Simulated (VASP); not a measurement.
# MoS2 (P6_3/mmc) in VASP: a series of runs, part 2 of 2

VASP 6.6.1.

### Step 4. Single point, PBEsol

This run uses another cell than the first one, of the same volume but with other edges.

Contents of INCAR:

```
PREC     = Accurate       # precision mode
ENCUT    = 520            # plane-wave cutoff, eV
EDIFF    = 1E-6           # SCF threshold, eV
ISMEAR   = 1              # smearing method
SIGMA    = 0.12           # smearing width, eV
LREAL    = False          # projectors in reciprocal space
LASPH    = True           # aspherical terms in the spheres
NELM     = 60             # most SCF steps
ALGO     = Normal         # electronic algorithm
ISIF     = 2              # what is computed and relaxed
LWAVE    = False          # write WAVECAR
LCHARG   = False          # write CHGCAR
GGA      = PS             # functional
NBANDS   = 35             # bands
```

Contents of KPOINTS:

```
Automatic mesh
0
Gamma
  12 12 2
```

Contents of POSCAR:

```
MoS2
1.0
    3.0788000000      0.0000000000      0.0000000000
   -1.5394000000      2.6663190132      0.0000000000
    0.0000000000      0.0000000000     12.0675000000
Mo S
2 4
Direct
    0.3333333333      0.6666666667      0.2500000000
    0.6666666667      0.3333333333      0.7500000000
    0.3333333333      0.6666666667      0.6259932117
    0.6666666667      0.3333333333      0.1259932117
    0.3333333333      0.6666666667      0.8740067883
    0.6666666667      0.3333333333      0.3740067883
```

Potentials or basis: VASP PAW PBE potentials, release 64 (Mo_sv, S).

Launch:

```sh
cat potpaw_PBE.64/Mo_sv/POTCAR potpaw_PBE.64/S/POTCAR > POTCAR
mpirun -np 1 vasp_std > vasp.out
```

OUTCAR:

```text
PREC = Accurate
   ENCUT = 520
   EDIFF = 1E-6
   ISMEAR = 1
   LREAL = False
   LASPH = True
   NELM = 60
   ISIF = 2
   GGA = PS

 ion  position               nearest neighbor table
   1  0.333  0.667  0.250-   4 2.32   6 2.32   4 2.32   6 2.32   4 2.32   6 2.32
   2  0.667  0.333  0.750-   3 2.32   5 2.32   3 2.32   5 2.32   3 2.32   5 2.32
   3  0.333  0.667  0.626-   2 2.32   2 2.32   2 2.32
   4  0.667  0.333  0.126-   1 2.32   1 2.32   1 2.32
   5  0.333  0.667  0.874-   2 2.32   2 2.32   2 2.32
   6  0.667  0.333  0.374-   1 2.32   1 2.32   1 2.32

  LATTYP: Found a hexagonal cell.
 ALAT       =     3.0788000000
 C/A-ratio  =     3.9195465766

  Lattice vectors:

 A1 = (   3.0788000000,   0.0000000000,   0.0000000000)
 A2 = (  -1.5394000000,   2.6663190132,   0.0000000000)
 A3 = (   0.0000000000,   0.0000000000,  12.0675000000)

Analysis of symmetry for initial positions (statically):
=====================================================================
 Subroutine PRICEL returns:
 Original cell was already a primitive cell.

 Routine SETGRP: Setting up the symmetry group for a
 hexagonal supercell.

 Subroutine GETGRP returns: Found 24 space group operations
 (whereof 12 operations were pure point group operations)
 out of a pool of 24 trial point group operations.

The static configuration has the point symmetry D_3d.
 The point group associated with its full space group is D_6h.

Analysis of symmetry for dynamics (positions and initial velocities):
=====================================================================
 Subroutine PRICEL returns:
 Original cell was already a primitive cell.

 Routine SETGRP: Setting up the symmetry group for a
 hexagonal supercell.

 Subroutine GETGRP returns: Found 24 space group operations
 (whereof 12 operations were pure point group operations)
 out of a pool of 24 trial point group operations.
[... 125 lines left out ...]
   ISMEAR =     1;   SIGMA  =   0.12  broadening in eV -4-tet -1-fermi 0-gaus
   EFERMI_NEDOS =   21; number of points for ismear=-14 and -15
   IALGO  =     38    algorithm
   IMIX   =      4    mixing-type and parameters
     AMIX     =   0.40;   BMIX     =  1.00
     AMIX_MAG =   1.60;   BMIX_MAG =  1.00
  volume/ion in A,a.u.               =      16.51       111.42
  Fermi-wavevector in a.u.,A,eV,Ry     =   1.320603  2.495578 23.728459  1.743993
  Thomas-Fermi vector in A             =   2.450417
   LORBIT       =      0    0 simple, 1 ext, 2 COOP (PROOUT), +10 PAW based schemes
   GGA     = PS    functional components
   LHFCALC =     F    Hartree Fock is set to
   AEXX    =    0.0000 exact exchange contribution
   IVDW    =     0    specifies the selected vdW correction
   LEPSILON=     F    determine dielectric tensor
   LRPA    =     F    only Hartree local field effects (RPA)
 non-spin polarized calculation
 Methfessel and Paxton  Order N= 1 SIGMA  =   0.12
  energy-cutoff  :      520.00
  volume of cell :       99.06
 maximum number of plane-waves:      2684
 NGX is ok and might be reduce to    24

 number of electron      52.0000004 magnetization

 Free energy of the ion-electron system (eV)
  ---------------------------------------------------
  ext. energy  EPLUGINS =         0.00000000
  ---------------------------------------------------
  free energy    TOTEN  =       -46.51151694 eV

  energy without entropy =      -46.51154588  energy(sigma->0) =      -46.51152658

 E-fermi :   8.6825     XC(G=0): -11.3369

 val. band max:        8.5829730352   @ k =   0.0000   0.0000   0.0000
 cond. band min:       9.4224804178   @ k =   0.1667   0.1667   0.0000
 fundamental gap:      0.8395073826
 Fermi energy:         8.6825021533

 k-point     1 :       0.0000    0.0000    0.0000
  band No.  band energies     occupation
      1     -52.8954      2.00000
      2     -52.8954      2.00000
      3     -27.1906      2.00000
      4     -27.1905      2.00000
      5     -26.8520      2.00000
      6     -26.8520      2.00000
[... 901 lines left out ...]
     34      12.4136      0.00000
     35      15.2173      0.00000

 [... further k-points ...]
[... 5 lines left out ...]
  --------------------------------------------------------------------------------------
  -------------------------------------------------------------------------------------
  Total        8.2224007      8.2224007     11.5450533     -0.0000000     -0.0000000     -0.0000000
  in kB      132.9836735    132.9836735    186.7220606     -0.0000000     -0.0000000     -0.0000000
  external PRESSURE =     150.8964692 kB  Pullay stress =       0.0000000 kB

 VOLUME and BASIS-vectors are now :
 -----------------------------------------------------------------------------
  energy-cutoff  :      520.00
  volume of cell :       99.06
      direct lattice vectors                 reciprocal lattice vectors
     3.078800000  0.000000000  0.000000000     0.324801871  0.187524448  0.000000000
    -1.539400000  2.666319013  0.000000000     0.000000000  0.375048895  0.000000000
     0.000000000  0.000000000 12.067500000     0.000000000  0.000000000  0.082867205

 POSITION                                       TOTAL-FORCE (eV/Angst)
 -----------------------------------------------------------------------------------
     -0.00000      1.77755      3.01688         0.000000      0.000000      0.000000
      1.53940      0.88877      9.05063        -0.000000      0.000000      0.000000
     -0.00000      1.77755      7.55417        -0.000000     -0.000000     -1.828182
      1.53940      0.88877      1.52042         0.000000      0.000000     -1.828182
     -0.00000      1.77755     10.54708        -0.000000     -0.000000      1.828182
      1.53940      0.88877      4.51333         0.000000     -0.000000      1.828182
 -----------------------------------------------------------------------------------
    total drift:                                0.000000     -0.000000      0.000000

  FREE ENERGIE OF THE ION-ELECTRON SYSTEM (eV)
  ---------------------------------------------------
  free  energy   TOTEN  =       -46.5115169351 eV

  energy  without entropy=      -46.5115458809  energy(sigma->0) =      -46.51152658
```

stdout:

```text
POSCAR found type information on POSCAR MoS
 POSCAR found :  2 types and       6 ions
 scaLAPACK will be used
 -----------------------------------------------------------------------------
|                                                                             |
|                                                                             |
|     You enforced a specific xc type in the INCAR file but a different       |
|     I HOPE YOU KNOW WHAT YOU ARE DOING!                                     |
|                                                                             |
 -----------------------------------------------------------------------------

 LDA part: xc-table for (Slater+PW92), standard interpolation
 POSCAR, INCAR and KPOINTS ok, starting setup
 FFT: planning ... GRIDC
 FFT: planning ... GRID_SOFT
 FFT: planning ... GRID
 WAVECAR not read
 entering main loop
```

Wall time 83 s (1 thread of AMD EPYC 7R13 (Zen 3), shared host); peak memory 0.24 GiB.

What came out:

| Item | Value |
| --- | --- |
| Free energy | -46.5115 eV |
| Pressure | 15.1 GPa |
| Largest force | 1.828 eV/Å |
| Band gap on the k mesh | 0.84 eV (least direct gap 1.81 eV) |

Forces in eV/Å, atoms in the order of the input:
```
Mo   0.000  0.000  0.000
Mo   0.000  0.000  0.000
S    0.000  0.000 -1.828
S    0.000  0.000 -1.828
S    0.000  0.000  1.828
S    0.000  0.000  1.828
```

Levels at points of the mesh, in eV from the valence-band top:
```tsv
k point	band 23	band 24	band 25	band 26	band 27	band 28	band 29	band 30
(0.00, 0.00, 0.00)	-2.56	-1.44	-1.36	0.00	2.19	2.19	2.21	2.21
(0.50, 0.00, 0.00)	-1.94	-1.75	-1.67	-1.55	1.66	1.71	2.13	2.43
(0.00, 0.00, 0.50)	-2.58	-2.58	-0.34	-0.34	2.20	2.20	2.20	2.20
(0.50, 0.00, 0.50)	-1.85	-1.85	-1.60	-1.60	1.69	1.69	2.30	2.30
```

Caveat: the cell stands under pressure; the PAW data sets were made with another functional, which shifts forces and pressure a little; this functional lacks dispersion, which binds the layers, so the pressure and a relaxed spacing across them are unreliable. A k mesh can miss the band edges.

### Step 5. Summary

| cell | smearing | gap on the mesh (eV) | pressure (GPa) | largest force (eV/Å) |
| --- | --- | --- | --- | --- |
| a = 3.047, b = 3.047, c = 12.319 Å, angles 90.0, 90.0, 120.0°, 6 atoms | methfessel-paxton 0.142 eV | 0.98 | 14.7 | 1.39 |
| a = 3.016, b = 3.016, c = 12.570 Å, angles 90.0, 90.0, 120.0°, 6 atoms | methfessel-paxton 0.164 eV | 1.14 | 14.5 | 0.97 |
| a = 3.079, b = 3.079, c = 12.068 Å, angles 90.0, 90.0, 120.0°, 6 atoms | methfessel-paxton 0.12 eV | 0.84 | 15.1 | 1.83 |

Alike in all rows: task single point; level PBEsol; potentials or basis VASP PAW PBE potentials, release 64 (Mo_sv, S); no spin polarisation; k mesh 12 × 12 × 2; cutoff (eV) 520.

Caveats: the cell stands under pressure; the PAW data sets were made with another functional, which shifts forces and pressure a little; this functional lacks dispersion, which binds the layers, so the pressure and a relaxed spacing across them are unreliable.

Absolute energies hang on the potentials; compare differences alone.
